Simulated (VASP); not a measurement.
# Si63S (a cell with a defect) in VASP: notebook, part 4 of 4

VASP 6.6.1. Earlier steps stand in the parts before.

## Step 5: Single point, PBEsol, collinear spin

INCAR reads:

```
PREC     = Accurate       # precision mode
ENCUT    = 400            # plane-wave cutoff, eV
EDIFF    = 1E-6           # SCF threshold, eV
ISMEAR   = -1             # smearing method
SIGMA    = 0.05           # smearing width, eV
LREAL    = Auto         
LASPH    = T              # aspherical terms in the spheres
NELM     = 200            # most SCF steps
ALGO     = Normal         # electronic algorithm
ISIF     = 2              # what is computed and relaxed
LWAVE    = F              # write WAVECAR
LCHARG   = F              # write CHGCAR
ISPIN    = 2              # spin polarisation
MAGMOM   = 0 0 0 0 0 0 0 0 0 0 0 0 0 0 0.2 0 0 0 0 0 0 0 0 0 0.2 0 0 0 0 0 0 0 0 0 0 0 0 0 0 0 0 0.2 0 0 0 0 0 0 0 0 0 0 0 0 0 0 0 0 0 0.2 0 0 0 0.2 # initial moments
LORBIT   = 11             # projections on sites
GGA      = PS             # functional
NELECT   = 257.0        
ISYM     = -1           
NBANDS   = 171            # bands
GGA_COMPAT= F
```

KPOINTS reads:

```
explicit points
1
Reciprocal
  0.25000000   0.25000000   0.25000000 1
```

POSCAR reads:

```
Si63S
1.0
   10.8655790000      0.0000000000      0.0000000000
    0.0000000000     10.8655790000      0.0000000000
    0.0000000000      0.0000000000     10.8655790000
Si S
63 1
Direct
    0.9998430000      0.9995910000      0.9998630000
    0.9989840000      0.9986340000      0.4986440000
    0.9989650000      0.4983760000      0.9989170000
    0.0006910000      0.4999850000      0.5002520000
    0.4986560000      0.9986170000      0.9989220000
    0.5002560000      0.0004190000      0.5002820000
    0.5002430000      0.4999830000      0.0007150000
    0.1249840000      0.1246530000      0.1249500000
    0.1249330000      0.1246540000      0.6249760000
    0.1249150000      0.6247030000      0.1249120000
    0.1250570000      0.6254070000      0.6256970000
    0.6249890000      0.1245940000      0.1248710000
    0.6256580000      0.1248380000      0.6256470000
    0.6256650000      0.6253710000      0.1251010000
    0.6262830000      0.6260970000      0.6263630000
    0.2496490000      0.2493500000      0.9994110000
    0.2497240000      0.2494440000      0.4978390000
    0.2493190000      0.7497080000      0.0001520000
    0.2498900000      0.7508620000      0.5020210000
    0.7499920000      0.2490460000      0.0001110000
    0.7512210000      0.2495450000      0.5019320000
    0.7501560000      0.7498740000      0.9997280000
    0.7492960000      0.7490200000      0.4969290000
    0.3748420000      0.3745810000      0.1241010000
    0.3706570000      0.3705420000      0.6315680000
    0.3744260000      0.8740210000      0.1254280000
    0.3749670000      0.8764790000      0.6252350000
    0.8743880000      0.3741130000      0.1253380000
    0.8767070000      0.3747450000      0.6251810000
    0.8751980000      0.8749370000      0.1249480000
    0.8741810000      0.8739290000      0.6257140000
    0.2496640000      0.9991220000      0.2496660000
    0.2493000000      0.9998750000      0.7500210000
    0.2497110000      0.4975600000      0.2497560000
    0.2498420000      0.5017160000      0.7511960000
    0.7499660000      0.9998360000      0.2493370000
    0.7501420000      0.9994530000      0.7501500000
    0.7512280000      0.5016660000      0.2498140000
    0.7492870000      0.4966740000      0.7493200000
    0.3748850000      0.1238210000      0.3748650000
    0.3744300000      0.1251280000      0.8743350000
    0.3707310000      0.6312270000      0.3708510000
    0.3749950000      0.6249450000      0.8767410000
    0.8743950000      0.1250620000      0.3743800000
    0.8752020000      0.1246610000      0.8751790000
    0.8767110000      0.6249180000      0.3750120000
    0.8741680000      0.6254540000      0.8741720000
    0.9994280000      0.2493450000      0.2496080000
    0.0001230000      0.2490720000      0.7499620000
    0.0001240000      0.7496990000      0.2493430000
    0.9996810000      0.7499130000      0.7501740000
    0.4978580000      0.2493640000      0.2496300000
    0.5019490000      0.2496610000      0.7511060000
    0.5019730000      0.7508070000      0.2499520000
    0.4969210000      0.7490690000      0.7493370000
    0.1240640000      0.3745640000      0.3748520000
    0.1254120000      0.3741130000      0.8743460000
    0.1254290000      0.8740280000      0.3744080000
    0.1249260000      0.8749280000      0.8752410000
    0.6318080000      0.3702090000      0.3704740000
    0.6251860000      0.3747220000      0.8767310000
    0.6251860000      0.8764280000      0.3750100000
    0.6257420000      0.8739200000      0.8741990000
    0.4998040000      0.4996590000      0.4999300000
```

The run is started by

```sh
$ cat potpaw_PBE.64/Si/POTCAR potpaw_PBE.64/S/POTCAR > POTCAR
$ mpirun -np 1 vasp_std > vasp.out
```

It took 11 min on 1 thread of Intel Xeon 6975P-C (Granite Rapids), shared host; peak memory 1.1 GiB.

The run converged. Its results:

- Free energy: -371.6334 eV
- Largest force: 0.020 eV/Å
- Net moment: 0.00 μB per cell
- Valence electrons inside the program's atomic spheres: Si 1.69, 1.68, 1.63 (each value once); S 3.63

Forces in eV/Å, atoms in the order of the input:
```
Si  -0.001 -0.002 -0.001
Si  -0.001 -0.001  0.002
Si  -0.001  0.001 -0.002
Si   0.000 -0.001 -0.001
Si   0.000  0.001  0.001
Si  -0.002 -0.002 -0.003
Si  -0.001 -0.002 -0.002
Si   0.000  0.000  0.001
Si   0.000  0.001  0.006
Si   0.002  0.004  0.006
Si  -0.001  0.000  0.002
Si   0.007  0.001  0.001
Si   0.001  0.001  0.001
Si   0.003  0.001  0.000
Si  -0.003 -0.006 -0.005
Si   0.002  0.001  0.000
Si  -0.001  0.000 -0.002
Si   0.002 -0.002 -0.001
Si   0.001  0.000  0.005
Si  -0.003  0.002 -0.002
Si   0.000  0.002  0.009
Si   0.000  0.001 -0.001
Si   0.001  0.002  0.000
Si   0.002  0.001  0.000
Si   0.000 -0.004 -0.010
Si  -0.005 -0.001  0.002
Si   0.001  0.000  0.004
Si  -0.002 -0.006  0.002
Si  -0.001 -0.001  0.005
Si   0.000 -0.002  0.002
Si  -0.003 -0.003  0.001
Si   0.002 -0.001  0.000
Si   0.002 -0.001 -0.002
Si  -0.001 -0.001 -0.003
Si   0.003  0.008 -0.002
Si  -0.002 -0.001  0.001
Si   0.000 -0.002 -0.001
Si  -0.001  0.008  0.002
Si   0.000 -0.005 -0.001
Si   0.000  0.000  0.001
Si  -0.005  0.001 -0.003
Si  -0.002 -0.009 -0.004
Si  -0.001  0.004  0.000
Si  -0.003  0.002 -0.007
Si   0.001  0.002  0.000
Si   0.001  0.005 -0.003
Si   0.000  0.001  0.001
Si  -0.001  0.000  0.002
Si  -0.001  0.002 -0.002
Si  -0.001 -0.002  0.000
Si   0.000  0.001  0.000
Si  -0.004  0.000  0.000
Si   0.006  0.002 -0.001
Si   0.003 -0.001  0.001
Si  -0.003  0.003  0.002
Si   0.001  0.001  0.002
Si  -0.001 -0.006 -0.002
Si   0.001 -0.002 -0.004
Si   0.001  0.000 -0.002
Si  -0.018  0.005  0.005
Si   0.004  0.001 -0.001
Si   0.004  0.002  0.000
Si   0.002 -0.005 -0.004
S    0.017  0.005  0.007
```

Levels at points of the mesh, in eV from the Fermi level:
Spin up:
| k point | band 127 | band 128 | band 129 | band 130 | band 131 | band 132 |
| --- | --- | --- | --- | --- | --- | --- |
| (0.25, 0.25, 0.25) | -0.70 | -0.70 | 0.00 | 0.43 | 0.43 | 0.65 |
Spin down:
```tsv
k point	band 124	band 125	band 126	band 127	band 128	band 129	band 130	band 131	band 132	band 133
(0.25, 0.25, 0.25)	-1.19	-1.19	-1.13	-0.70	-0.70	0.00	0.43	0.43	0.65	0.82
```

Caveat: the cell carries a net charge on a neutralising background, which shifts energy and pressure; the cell is charged against a uniform background, so pressure and absolute levels hang on convention; the PAW data sets were made with another functional, which shifts forces and pressure a little.
